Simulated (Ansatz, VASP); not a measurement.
**C in VASP and in Ansatz**

Contents of INCAR:

```
  PREC = Accurate
  ENCUT = 520
  EDIFF = 1E-6
  ISMEAR = 0
  SIGMA = 0.02
  LREAL = False
  LASPH = True
  NELM = 80
  ALGO = Normal
  ISIF = 2
  LWAVE = False
  LCHARG = False
  GGA = PE
  NBANDS = 11
```

File KPOINTS:

```
regular mesh
0
Gamma
  12 12 12
```

File POSCAR:

```
C
1.0
    0.0226491800      1.8892626240      1.7822586240
    1.8435005800      0.0684112240      1.7364965800
    1.9119118040      1.9119118040      0.0000000000
C
2
Direct
    0.4950593857      0.4745747981      0.5151829081
    0.7549406143      0.7754252019      0.7348170919
```

Input for Ansatz:

```yaml
crystal:
  lattice:
    - [0.02264918, 1.889262624, 1.782258624]
    - [1.84350058, 0.068411224, 1.73649658]
    - [1.911911804, 1.911911804, 0.0]
  atoms:
    - { symbol: C, position: [0.4950593857, 0.4745747981, 0.5151829081] }
    - { symbol: C, position: [0.7549406143, 0.7754252019, 0.7348170919] }
basis:
  ecutwfc: 420
kpoints:
  mp_grid: { grid: [12, 12, 12] }
hamiltonian:
  xc: pbe
scf:
  occupations: { method: gaussian, width: 0.02 }
output:
  forces: true
  stress: true
  eigenvalues: true
  populations: true
```

Alike in both runs: task single point; functional PBE; k mesh 12 × 12 × 12; occupations gaussian, width 0.02 eV; no spin polarisation.

```csv
,VASP,Ansatz
version,VASP 6.6.1,Ansatz 0.2.0
potentials or method,"VASP PAW PBE potentials, release 64 (C), cutoff 520 eV","scalar-relativistic, plane waves, PAW"
valence electrons in the cell,8,8
```

Ansatz gave:

```
gap on the k mesh at the Fermi level (eV)                     : 1.90
least direct gap on the mesh (eV)                             : 2.30
pressure (GPa)                                                : -17.0
traceless stress, the component that is largest in VASP (GPa) : 28.77
rms of the force components (eV/Å)                            : 2.689
```

Task: Estimate VASP's values.

Result: gap on the k mesh at the Fermi level (eV): 1.89; least direct gap on the mesh (eV): 2.29; pressure (GPa): -16.6; traceless stress, the component that is largest in VASP (GPa): 28.70; rms of the force components (eV/Å): 2.708.

Atom by atom the forces differ by 0.020 eV/Å (rms over components). The functional is the same, so the differences come from potentials, cutoffs and numerics.
